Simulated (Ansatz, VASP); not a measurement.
# One calculation of Ti, two programs

Contents of INCAR:

```
SYSTEM = Ti
PREC     = Accurate       ! precision mode
ENCUT    = 400            ! plane-wave cutoff, eV
EDIFF    = 1E-8           ! SCF threshold, eV
ISMEAR   = -1             ! smearing method
SIGMA    = 0.05           ! smearing width, eV
LREAL    = .False.        ! projectors in reciprocal space
LASPH    = .True.         ! aspherical terms in the spheres
NELM     = 120            ! most SCF steps
ALGO     = Normal         ! electronic algorithm
ISIF     = 2              ! what is computed and relaxed
LWAVE    = .False.        ! write WAVECAR
LCHARG   = .False.        ! write CHGCAR
LEFG     = .True.       
NBANDS   = 12             ! bands
GGA_COMPAT= .False.
```

File KPOINTS:

```
Automatic mesh
0
Gamma
  15 15 15
  0 0 0
```

POSCAR

```
Ti
1.0
    0.0000000000      2.0300000000      2.0706000000
    2.0300000000      0.0000000000      2.0706000000
    2.0300000000      2.0300000000      0.0000000000
Ti
1
Direct
    0.0000000000      0.0000000000      0.0000000000
```

Input for Ansatz:

```yaml
crystal:
  lattice:
    - [0.0, 2.03, 2.0706]
    - [2.03, 0.0, 2.0706]
    - [2.03, 2.03, 0.0]
  atoms:
    - { symbol: Ti, position: [0.0, 0.0, 0.0] }
kpoints:
  mp_grid: { grid: [15, 15, 15] }
scf:
  occupations: { method: fermi_dirac, width: 0.05 }
hamiltonian:
  xc: lda
  pseudopotentials: { kind: paw }
output:
  forces: true
  stress: true
  eigenvalues: true
  efg: { contact_densities: true }
```

Change from the starting cell: zz strain of +2 %, PAW files.

Alike in both runs: task electric field gradients; functional LDA; k mesh 15 × 15 × 15; occupations fermi-dirac, width 0.05 eV; no spin polarisation.

```csv
,VASP,Ansatz
version,VASP 6.6.1,Ansatz 0.2.0
potentials or method,"VASP PAW LDA potentials, release 64 (Ti_sv)","PAW with Ansatz's default frozen-core files, scalar-relativistic"
plane-wave cutoff (eV),400,420
valence electrons in the cell,12,12
```

|  | VASP | Ansatz | Ansatz less VASP |
| --- | --- | --- | --- |
| pressure (GPa) | -7.7 | -6.8 | +0.81 |
| traceless stress, the component that is largest in VASP (GPa) | -0.42 | -0.41 | +0.007 |
| size of Vzz on the site where it differs most (V/Å²) | 1.9 | 2.0 | +0.11 |

LDA's correlation is that of Perdew and Zunger in VASP and of Perdew and Wang (1992) in Ansatz.
